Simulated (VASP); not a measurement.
# MnO (Fm-3m) in VASP: a series of runs, part 2 of 2

VASP 6.6.1.

### Step 3. Single point, r2SCAN+D4, collinear spin, ferromagnetic start

This run uses another cell than the first one, of 11.44 Å³/atom.

POSCAR reads:

```
MnO
1.0
    0.0000000000      2.2531730023      2.2531730023
    2.2531730023      0.0000000000      2.2531730023
    2.2531730023      2.2531730023      0.0000000000
Mn O
1 1
Direct
    0.0000000000      0.0000000000      0.0000000000
    0.5000000000      0.5000000000      0.5000000000
```

INCAR.step1 reads:

```
ALGO = Normal
EDIFF = 1E-4
ENCUT = 520
GGA = PE
ISMEAR = -1
ISPIN = 2
LASPH = True
LCHARG = False
LMAXMIX = 4
LREAL = False
LWAVE = True
MAGMOM = 4 0
NBANDS = 20
NELM = 150
PREC = Accurate
SIGMA = 0.05
```

INCAR.step2 reads:

```
ALGO = Normal
EDIFF = 1E-6
ENCUT = 520
ISIF = 2
ISMEAR = -1
ISPIN = 2
ISTART = 1
IVDW = 13
LASPH = True
LCHARG = True
LELF = True
LMAXMIX = 4
LMIXTAU = True
LORBIT = 11
LREAL = False
LVHAR = True
LWAVE = False
MAGMOM = 4 0
METAGGA = R2SCAN
NBANDS = 20
NELM = 150
PREC = Accurate
SIGMA = 0.05
VDW_A1 = 0.51559235
VDW_A2 = 5.77342911
VDW_S6 = 1.0
VDW_S8 = 0.6018749
```

KPOINTS reads:

```
k-points
0
Gamma
  10 10 10
```

Potentials or basis: VASP PAW PBE potentials, release 64 (Mn_pv, O).

The run is started by

```console
> cat potpaw_PBE.64/Mn_pv/POTCAR potpaw_PBE.64/O/POTCAR > POTCAR
> cp INCAR.step1 INCAR
> mpirun -np 1 vasp_std > vasp.out
> cp INCAR.step2 INCAR
> mpirun -np 1 vasp_std > vasp.out
```

OUTCAR:

```text
EDIFF = 1E-6
   ENCUT = 520
   ISIF = 2
   ISMEAR = -1
   ISPIN = 2
   ISTART = 1
   IVDW = 13
   LASPH = True
   LORBIT = 11
   LREAL = False
   METAGGA = R2SCAN
   NELM = 150
   PREC = Accurate

 ion  position               nearest neighbor table
   1  0.000  0.000  0.000-   2 2.25   2 2.25   2 2.25   2 2.25   2 2.25   2 2.25
   2  0.500  0.500  0.500-   1 2.25   1 2.25   1 2.25   1 2.25   1 2.25   1 2.25

  LATTYP: Found a face centered cubic cell.
 ALAT       =     4.5063460046

  Lattice vectors:

 A1 = (   0.0000000000,   2.2531730023,   2.2531730023)
 A2 = (   2.2531730023,   0.0000000000,   2.2531730023)
 A3 = (   2.2531730023,   2.2531730023,   0.0000000000)

Analysis of symmetry for initial positions (statically):
=====================================================================
 Subroutine PRICEL returns:
 Original cell was already a primitive cell.

 Routine SETGRP: Setting up the symmetry group for a
 face centered cubic supercell.

 Subroutine GETGRP returns: Found 48 space group operations
[... 1292 lines left out ...]
     19      33.0693      0.00000
     20      35.0836      0.00000

 [... further k-points ...]

------------------------ aborting loop because EDIFF is reached ----------------------------------------

  DFT-D4 for vdW energy calculation

  Edisp (eV):   -0.23269

  FORCE on cell =-STRESS in cart. coord.  units (eV):
  Direction    XX          YY          ZZ          XY          YZ          ZX
  --------------------------------------------------------------------------------------
  -------------------------------------------------------------------------------------
  Total      -0.94787    -0.94787    -0.94787    -0.00000     0.00000     0.00000
  in kB     -66.38126   -66.38126   -66.38126    -0.00000     0.00000     0.00000
  external pressure =      -66.38 kB  Pullay stress =        0.00 kB

 VOLUME and BASIS-vectors are now :
 -----------------------------------------------------------------------------
  energy-cutoff  :      520.00
  volume of cell :       22.88
      direct lattice vectors                 reciprocal lattice vectors
     0.000000000  2.253173002  2.253173002    -0.221909281  0.221909281  0.221909281
     2.253173002  0.000000000  2.253173002     0.221909281 -0.221909281  0.221909281
     2.253173002  2.253173002  0.000000000     0.221909281  0.221909281 -0.221909281

 POSITION                                       TOTAL-FORCE (eV/Angst)
 -----------------------------------------------------------------------------------
      0.00000      0.00000      0.00000        -0.000000      0.000000     -0.000000
      2.25317      2.25317      2.25317         0.000000      0.000000      0.000000
 -----------------------------------------------------------------------------------
    total drift:                                0.000000     -0.000000     -0.000000

  FREE ENERGIE OF THE ION-ELECTRON SYSTEM (eV)
  ---------------------------------------------------
  free  energy   TOTEN  =       -24.7043123458 eV

  energy  without entropy=      -24.7040450258  energy(sigma->0) =      -24.70417869

 total charge

# of ion       s       p       d       tot
------------------------------------------
    1        0.200   6.158   4.942  11.300
    2        1.558   3.451   0.000   5.009
--------------------------------------------------
tot          1.758   9.609   4.942  16.309

 magnetization (x)

# of ion       s       p       d       tot
------------------------------------------
    1        0.029   0.021   4.503   4.554
    2        0.030   0.190   0.000   0.220
--------------------------------------------------
tot          0.059   0.211   4.503   4.774
```

OUTCAR.step1:

```text
EDIFF = 1E-4
   ENCUT = 520
   GGA = PE
   ISMEAR = -1
   ISPIN = 2
[... 1345 lines left out ...]
      0.00000      0.00000      0.00000         0.000000      0.000000      0.000000
      2.25317      2.25317      2.25317         0.000000      0.000000      0.000000
 -----------------------------------------------------------------------------------
    total drift:                                0.000000     -0.000000     -0.000000

  FREE ENERGIE OF THE ION-ELECTRON SYSTEM (eV)
  ---------------------------------------------------
  free  energy   TOTEN  =       -16.3948281551 eV

  energy  without entropy=      -16.3881516859  energy(sigma->0) =      -16.39148992
```

Wall time 1.7 min (1 thread of Intel Xeon 8259CL, shared host); peak memory 0.18 GiB.

What came out:

| Property | Result |
| --- | --- |
| Free energy | -24.7043 eV |
| Pressure | -6.6 GPa |
| Band gap on the k mesh | zero (filled and empty bands overlap) |
| Net moment | 5.00 μB per cell |
| Site moments | Mn +4.55; O +0.22 μB |
| Valence electrons inside the program's atomic spheres | Mn 11.30; O 5.01 |
| Dispersion energy per atom | -0.116 eV |

Levels at points of the mesh, in eV from the Fermi level:
Spin up:
| k point | band 9 | band 10 | band 11 | band 12 | band 13 | band 14 | band 15 | band 16 |
| --- | --- | --- | --- | --- | --- | --- | --- | --- |
| (0.00, 0.00, 0.00) | -3.57 | -3.57 | -3.11 | -3.11 | -0.30 | 14.55 | 16.65 | 16.65 |
| (0.50, 0.00, 0.00) | -2.79 | -2.28 | -0.17 | -0.17 | 3.93 | 8.00 | 12.30 | 12.30 |
| (0.50, 0.50, 0.00) | -2.74 | -2.55 | -2.55 | -2.44 | 5.22 | 8.30 | 10.66 | 14.08 |
Spin down:
| k point | band 5 | band 6 | band 7 | band 8 | band 9 | band 10 |
| --- | --- | --- | --- | --- | --- | --- |
| (0.00, 0.00, 0.00) | -3.15 | -3.15 | -3.15 | 1.45 | 1.93 | 1.93 |
| (0.50, 0.00, 0.00) | -7.06 | -4.51 | -4.51 | 3.08 | 3.20 | 3.20 |
| (0.50, 0.50, 0.00) | -6.20 | -4.14 | -4.14 | 0.29 | 3.18 | 3.29 |

Caveat: the cell stands under tension; the PAW data sets were made with another functional, which shifts forces and pressure a little; a cell with one magnetic atom can't hold antiferromagnetic order, which such compounds often take; semilocal functionals often make such compounds metallic where correlation or magnetic order opens a gap, which also shifts bond lengths. With open d or f shells a metallic result of r2SCAN can be an artefact of self-interaction; +U or a hybrid may open a gap.
